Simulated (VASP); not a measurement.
# NaCl (Fm-3m) in VASP: notebook

The runs below take NaCl through relaxation of cell and atoms, single point, with LDA.

Everything below comes from runs of VASP 6.6.1. Logs are shortened: lines on timing, memory, paths and dates and some standing lists are left out, and cuts for length are marked.

### Step 1. The cell of the first run

Symmetry: Fm-3m, No. 225, cubic system. Conventional cell: a = 5.464 Å, b = 5.464 Å, c = 5.464 Å, α = 90.00°, β = 90.00°, γ = 90.00°. Na (site symmetry m-3m) has 6 Cl at 2.73 Å within 3.6 Å. Within 3.6 Å of Cl (site symmetry m-3m) lie 6 Na at 2.73 Å.

### Step 2. Relaxation of cell and atoms, LDA, target pressure 4 GPa, at which the enthalpy is minimised

File INCAR:

```
SYSTEM = NaCl
ALGO     = Normal         ! electronic algorithm
EDIFF    = 1E-6           ! SCF threshold, eV
EDIFFG   = -0.002         ! ionic threshold
ENCUT    = 600            ! plane-wave cutoff, eV
IBRION   = 2              ! ionic algorithm
ISIF     = 3              ! what is computed and relaxed
ISMEAR   = 0              ! smearing method
LASPH    = .TRUE.         ! aspherical terms in the spheres
LCHARG   = .FALSE.        ! write CHGCAR
LREAL    = .FALSE.        ! projectors in reciprocal space
LWAVE    = .FALSE.        ! write WAVECAR
NELM     = 60             ! most SCF steps
NSW      = 100            ! ionic steps
PREC     = Accurate       ! precision mode
PSTRESS  = 40.0         
SIGMA    = 0.01           ! smearing width, eV
```

File KPOINTS:

```
k-points
0
G
  8 8 8
  0 0 0
```

File POSCAR:

```
NaCl
1.0
    0.0000000000      2.7321961662      2.7321961662
    2.7321961662      0.0000000000      2.7321961662
    2.7321961662      2.7321961662      0.0000000000
Na Cl
1 1
Direct
    0.0000000000      0.0000000000      0.0000000000
    0.5000000000      0.5000000000      0.5000000000
```

Potentials or basis: VASP PAW LDA potentials, release 64 (Na_pv, Cl).

Command:

```sh
> cat potpaw_LDA.64/Na_pv/POTCAR potpaw_LDA.64/Cl/POTCAR > POTCAR
> mpirun -np 1 vasp_std > vasp.out
```

OUTCAR:

```text
SYSTEM = NaCl
   EDIFF = 1E-6
   EDIFFG = -0.002
   ENCUT = 600
   IBRION = 2
   ISIF = 3
   ISMEAR = 0
   LASPH = .TRUE.
   LREAL = .FALSE.
   NELM = 60
   NSW = 100
   PREC = Accurate
   PSTRESS = 40.0

 ion  position               nearest neighbor table
   1  0.000  0.000  0.000-
   2  0.500  0.500  0.500-

  LATTYP: Found a face centered cubic cell.
 ALAT       =     5.4643923324

  Lattice vectors:

 A1 = (   0.0000000000,   2.7321961662,   2.7321961662)
 A2 = (   2.7321961662,   0.0000000000,   2.7321961662)
 A3 = (   2.7321961662,   2.7321961662,   0.0000000000)

Analysis of symmetry for initial positions (statically):
=====================================================================
 Subroutine PRICEL returns:
 Original cell was already a primitive cell.

 Routine SETGRP: Setting up the symmetry group for a
 face centered cubic supercell.

 Subroutine GETGRP returns: Found 48 space group operations
 (whereof 48 operations were pure point group operations)
 out of a pool of 48 trial point group operations.

The static configuration has the point symmetry O_h .

Analysis of symmetry for dynamics (positions and initial velocities):
=====================================================================
 Subroutine PRICEL returns:
 Original cell was already a primitive cell.

 Routine SETGRP: Setting up the symmetry group for a
 face centered cubic supercell.

 Subroutine GETGRP returns: Found 48 space group operations
 (whereof 48 operations were pure point group operations)
 out of a pool of 48 trial point group operations.

The dynamic configuration has the point symmetry O_h .

 Subroutine INISYM returns: Found 48 space group operations
 (whereof 48 operations are pure point group operations),
 and found     1 'primitive' translations

----------------------------------------------------------------------------------------

                                     Primitive cell

  volume of cell :      40.7911

  direct lattice vectors                    reciprocal lattice vectors
     0.000000000  2.732196166  2.732196166    -0.183002965  0.183002965  0.183002965
     2.732196166  0.000000000  2.732196166     0.183002965 -0.183002965  0.183002965
     2.732196166  2.732196166  0.000000000     0.183002965  0.183002965 -0.183002965

  length of vectors
     3.863908873  3.863908873  3.863908873     0.316970434  0.316970434  0.316970434

  position of ions in fractional coordinates (direct lattice)
[... 8 lines left out ...]
----------------------------------------------------------------------------------------

 KPOINTS: k-points

Automatic generation of k-mesh.
 Grid dimensions read from file:
 generate k-points for:    8    8    8

 Generating k-lattice:

  Cartesian coordinates                     Fractional coordinates (reciprocal lattice)
    -0.022875371  0.022875371  0.022875371     0.125000000  0.000000000  0.000000000
     0.022875371 -0.022875371  0.022875371     0.000000000  0.125000000  0.000000000
     0.022875371  0.022875371 -0.022875371     0.000000000  0.000000000  0.125000000

  Length of vectors
     0.039621304  0.039621304  0.039621304

  Shift w.r.t. Gamma in fractional coordinates (k-lattice)
     0.000000000  0.000000000  0.000000000

 Subroutine IBZKPT returns following result:
 ===========================================

 Found     29 irreducible k-points:

 Following reciprocal coordinates:
            Coordinates               Weight
  0.000000  0.000000  0.000000      1.000000
  0.125000  0.000000  0.000000      8.000000
  0.250000  0.000000  0.000000      8.000000
  0.375000  0.000000  0.000000      8.000000
  0.500000  0.000000  0.000000      4.000000
  0.125000  0.125000  0.000000      6.000000
[... 16 lines left out ...]
  0.500000  0.250000  0.125000     48.000000
 -0.375000  0.250000  0.125000     24.000000
 [... further k-points ...]
   k-points           NKPTS =     29   k-points in BZ     NKDIM =     29   number of bands    NBANDS=     11
   number of dos      NEDOS =    301   number of ions     NIONS =      2
   total plane-waves  NPLWV =  32768
   dimension x,y,z NGX =    32 NGY =   32 NGZ =   32
   dimension x,y,z NGXF=    64 NGYF=   64 NGZF=   64
   ions per type =               1   1
   NGX,Y,Z   is equivalent  to a cutoff of  13.77, 13.77, 13.77 a.u.
   NGXF,Y,Z  is equivalent  to a cutoff of  27.54, 27.54, 27.54 a.u.
 SYSTEM =  NaCl
   PREC   = accura    normal or accurate (medium, high low for compatibility)
   ISTART =      0    job   : 0-new  1-cont  2-samecut
   ICHARG =      2    charge: 1-file 2-atom 10-const
   ISPIN  =      1    spin polarized calculation?
   LNONCOLLINEAR =      F non collinear calculations
   LSORBIT =      F    spin-orbit coupling
   LASPH  =      T    aspherical Exc in radial PAW
   ENCUT  =  600.0 eV  44.10 Ry    6.64 a.u.   7.72  7.72  7.72*2*pi/ulx,y,z
   NELM   =     60;   NELMIN=  2; NELMDL= -5     # of ELM steps
   EDIFF  = 0.1E-05   stopping-criterion for ELM
   LREAL  =      F    real-space projection
   EDIFFG = -.2E-02   stopping-criterion for IOM
   NSW    =    100    number of steps for IOM
   IBRION =      2    ionic relax: 0-MD 1-quasi-New 2-CG
   NFREE  =      1    steps in history (QN), initial steepest desc. (CG)
   ISIF   =      3    stress and relaxation
   ISYM   =      2    0-nonsym 1-usesym 2-fastsym
   POTIM  = 0.5000    time-step for ionic-motion
   TEBEG  =    0.0;   TEEND  =   0.0 temperature during run
   PSTRESS=   40.0 pullay stress
   NELECT =      14.0000    total number of electrons
   NUPDOWN=      -1.0000    fix difference up-down
   EMIN   =  10.00;   EMAX   =-10.00  energy-range for DOS
   EFERMI =   0.00;   METHOD = LEGACY
   ISMEAR =     0;   SIGMA  =   0.01  broadening in eV -4-tet -1-fermi 0-gaus
   EFERMI_NEDOS =   21; number of points for ismear=-14 and -15
   IALGO  =     38    algorithm
   IMIX   =      4    mixing-type and parameters
     AMIX     =   0.40;   BMIX     =  1.00
     AMIX_MAG =   1.60;   BMIX_MAG =  1.00
  volume/ion in A,a.u.               =      20.40       137.64
  Fermi-wavevector in a.u.,A,eV,Ry     =   1.146205  2.166013 17.875142  1.313786
  Thomas-Fermi vector in A             =   2.282890
   LORBIT       =      0    0 simple, 1 ext, 2 COOP (PROOUT), +10 PAW based schemes
   GGA     = CA    functional components
   LHFCALC =     F    Hartree Fock is set to
   AEXX    =    0.0000 exact exchange contribution
   IVDW    =     0    specifies the selected vdW correction
   LEPSILON=     F    determine dielectric tensor
   LRPA    =     F    only Hartree local field effects (RPA)
 conjugate gradient relaxation of ions
 non-spin polarized calculation
 Gauss-broadening in eV      SIGMA  =   0.01
  energy-cutoff  :      600.00
  volume of cell :       40.79
 maximum number of plane-waves:      1380
   NGX = 15   NGY = 15   NGZ = 15

--------------------------------------- Ionic step        1  -------------------------------------------

 number of electron      14.0000003 magnetization

 Free energy of the ion-electron system (eV)
  ---------------------------------------------------
  ext. energy  EPLUGINS =         0.00000000
  ---------------------------------------------------
  free energy    TOTEN  =        -7.38939272 eV

  energy without entropy =       -7.38939272  energy(sigma->0) =       -7.38939272

 E-fermi :  -0.3071     XC(G=0):  -9.1378

 val. band max:       -0.3580013767   @ k =   0.0000   0.0000   0.0000
 cond. band min:       4.7228070666   @ k =   0.0000   0.0000   0.0000
 fundamental gap:      5.0808084433
 Fermi energy:        -0.3070624684

 k-point     1 :       0.0000    0.0000    0.0000
  band No.  band energies     occupation
      1     -20.9861      2.00000
      2     -20.9861      2.00000
      3     -20.9861      2.00000
      4     -13.1814      2.00000
      5      -0.3580      2.00000
      6      -0.3580      2.00000
      7      -0.3580      2.00000
      8       4.7228      0.00000
      9      10.5714      0.00000
     10      10.5714      0.00000
     11      10.5714      0.00000

 k-point     2 :       0.1250    0.0000    0.0000
  band No.  band energies     occupation
      1     -20.9933      2.00000
      2     -20.9866      2.00000
      3     -20.9866      2.00000
      4     -13.1167      2.00000
      5      -0.8139      2.00000
      6      -0.4102      2.00000
      7      -0.4102      2.00000
      8       5.2762      0.00000
      9      10.0144      0.00000
     10      10.7910      0.00000
     11      10.7910      0.00000
[... 413 lines left out ...]
  FREE ENERGIE OF THE ION-ELECTRON SYSTEM (eV)
  ---------------------------------------------------
  free  energy   TOTEN  =        -7.3396263801 eV

  energy  without entropy=       -7.3396263801  energy(sigma->0) =       -7.33962638

  enthalpy is  TOTEN    =        -6.4219376702 eV   P V=        0.9176887099

--------------------------------------- Ionic step        4  -------------------------------------------

 number of electron      13.9999995 magnetization

 Free energy of the ion-electron system (eV)
  ---------------------------------------------------
  ext. energy  EPLUGINS =         0.00000000
  ---------------------------------------------------
  free energy    TOTEN  =        -7.34477753 eV

  energy without entropy =       -7.34477753  energy(sigma->0) =       -7.34477753

 E-fermi :   0.3974     XC(G=0):  -9.5860

 val. band max:        0.3483071853   @ k =   0.0000   0.0000   0.0000
 cond. band min:       5.8925695195   @ k =   0.0000   0.0000   0.0000
 fundamental gap:      5.5442623342
 Fermi energy:         0.3974457649

 k-point     1 :       0.0000    0.0000    0.0000
  band No.  band energies     occupation
      1     -20.1722      2.00000
      2     -20.1722      2.00000
      3     -20.1722      2.00000
      4     -12.7757      2.00000
      5       0.3483      2.00000
      6       0.3483      2.00000
      7       0.3483      2.00000
      8       5.8926      0.00000
      9      11.3284      0.00000
     10      11.3284      0.00000
     11      11.3284      0.00000

 k-point     2 :       0.1250    0.0000    0.0000
  band No.  band energies     occupation
      1     -20.1837      2.00000
      2     -20.1728      2.00000
      3     -20.1728      2.00000
      4     -12.6909      2.00000
      5      -0.1756      2.00000
      6       0.2837      2.00000
      7       0.2837      2.00000
      8       6.4837      0.00000
      9      10.7903      0.00000
     10      11.5773      0.00000
     11      11.5773      0.00000
[... 330 lines left out ...]
 POSITION                                       TOTAL-FORCE (eV/Angst)
 -----------------------------------------------------------------------------------
      0.00000      0.00000      0.00000        -0.000000      0.000000     -0.000000
      2.64369      2.64369      2.64369         0.000000     -0.000000      0.000000
 -----------------------------------------------------------------------------------
    total drift:                                0.000000     -0.000000     -0.000000

  FREE ENERGIE OF THE ION-ELECTRON SYSTEM (eV)
  ---------------------------------------------------
  free  energy   TOTEN  =        -7.3447775346 eV

  energy  without entropy=       -7.3447775346  energy(sigma->0) =       -7.34477753

  enthalpy is  TOTEN    =        -6.4221778215 eV   P V=        0.9225997131

 reached required accuracy - stopping structural energy minimisation
```

It took 21 s on 1 thread of Intel Xeon Platinum 8259CL at 2.50GHz (Skylake/Cascade Lake), shared host; peak memory 0.15 GiB.

What came out:

```yaml
Free_energy: -7.3448 eV
Relaxed_volume: 18.48 Å³/atom
Relaxed_cell: a = 3.739 Å, b = 3.739 Å, c = 3.739 Å, α = 60.00°, β = 60.00°, γ = 60.00°
Space_group_after_relaxing_to_0.05_Å: Fm-3m (No. 225)
Energy_change_on_relaxing_the_enthalpy_is_what_falls: +22.3 meV/atom
Ionic_steps: 4
Pressure_after_relaxing: 4.0 GPa
Band_gap_on_the_k_mesh: 5.54 eV, direct
```

The path:
```
step  energy change (eV)  largest force (eV/Å)  pressure (GPa)  volume (Å³)
   1              0.0000                0.0000            0.06        40.79
   2              0.0243                0.0000            2.72        37.90
   3              0.0498                0.0000            4.28        36.76
   4              0.0446                0.0000            4.00        36.95
```

Final structure:
```
Na Cl
1.0
     0.00000    2.64369    2.64369
     2.64369    0.00000    2.64369
     2.64369    2.64369    0.00000
Na Cl
1 1
Cartesian
  0.0000 0.0000 0.0000
  2.6437 2.6437 2.6437
```

Caveat: the cell is relaxed towards a set pressure, so the enthalpy falls and the energy may rise.

### Step 3. Relaxation of cell and atoms, LDA, target pressure 7 GPa, at which the enthalpy is minimised

File INCAR:

```
SYSTEM = NaCl
PREC     = Accurate       ! precision mode
ENCUT    = 600            ! plane-wave cutoff, eV
EDIFF    = 1E-6           ! SCF threshold, eV
ISMEAR   = 0              ! smearing method
SIGMA    = 0.01           ! smearing width, eV
LREAL    = .FALSE.        ! projectors in reciprocal space
LASPH    = .TRUE.         ! aspherical terms in the spheres
NELM     = 80             ! most SCF steps
ALGO     = Normal         ! electronic algorithm
ISIF     = 3              ! what is computed and relaxed
LWAVE    = .FALSE.        ! write WAVECAR
LCHARG   = .FALSE.        ! write CHGCAR
IBRION   = 2              ! ionic algorithm
NSW      = 100            ! ionic steps
EDIFFG   = -0.002         ! ionic threshold
PSTRESS  = 70.0
```

File KPOINTS:

```
Automatic mesh
0
G
  8 8 8
  0 0 0
```

POSCAR is that of step 2.

Potentials or basis: VASP PAW LDA potentials, release 64 (Na_pv, Cl).

Command:

```sh
> cat potpaw_LDA.64/Na_pv/POTCAR potpaw_LDA.64/Cl/POTCAR > POTCAR
> mpirun -np 1 vasp_std > vasp.out
```

Run time: 29 s. Hardware: 1 thread of Intel Xeon Platinum 8259CL at 2.50GHz (Skylake/Cascade Lake), shared host; peak memory 0.15 GiB.

It converged, with:

```yaml
Free_energy: -7.2806 eV
Relaxed_volume: 17.54 Å³/atom
Relaxed_cell: a = 3.674 Å, b = 3.674 Å, c = 3.674 Å, α = 60.00°, β = 60.00°, γ = 60.00°
Space_group_after_relaxing_to_0.05_Å: Fm-3m (No. 225)
Energy_change_on_relaxing_the_enthalpy_is_what_falls: +54.4 meV/atom
Ionic_steps: 6
Pressure_after_relaxing: 7.0 GPa
Band_gap_on_the_k_mesh: 5.82 eV, direct
```

The path:
```
step  energy change (eV)  largest force (eV/Å)  pressure (GPa)  volume (Å³)
   1              0.0000                0.0000            0.06        40.79
   2              0.0802                0.0000            5.79        35.79
   3              0.1066                0.0000            6.97        35.12
   4              0.1113                0.0000            7.14        35.02
   5              0.1079                0.0000            6.95        35.09
   6              0.1087                0.0000            7.02        35.07
```

Final structure:
```
CELL_PARAMETERS angstrom
0.00000 2.59809 2.59809
2.59809 0.00000 2.59809
2.59809 2.59809 0.00000
ATOMIC_POSITIONS crystal
Na 0.00000 0.00000 0.00000
Cl 0.50000 0.50000 0.50000
```

Levels at points of the mesh, in eV from the valence-band top:
```csv
k point,band 3,band 4,band 5,band 6,band 7,band 8,band 9,band 10,band 11
"(0.00, 0.00, 0.00)",-20.49,-13.31,0.00,0.00,0.00,5.82,10.99,10.99,10.99
"(0.50, 0.00, 0.00)",-20.49,-12.58,-2.92,-0.46,-0.46,7.29,11.22,11.22,12.40
"(0.50, 0.50, 0.00)",-20.51,-12.54,-2.51,-0.91,-0.91,7.37,7.85,12.84,15.99
```

Caveat: the cell is relaxed towards a set pressure, so the enthalpy falls and the energy may rise.

(Continued in part 2 of 3.)
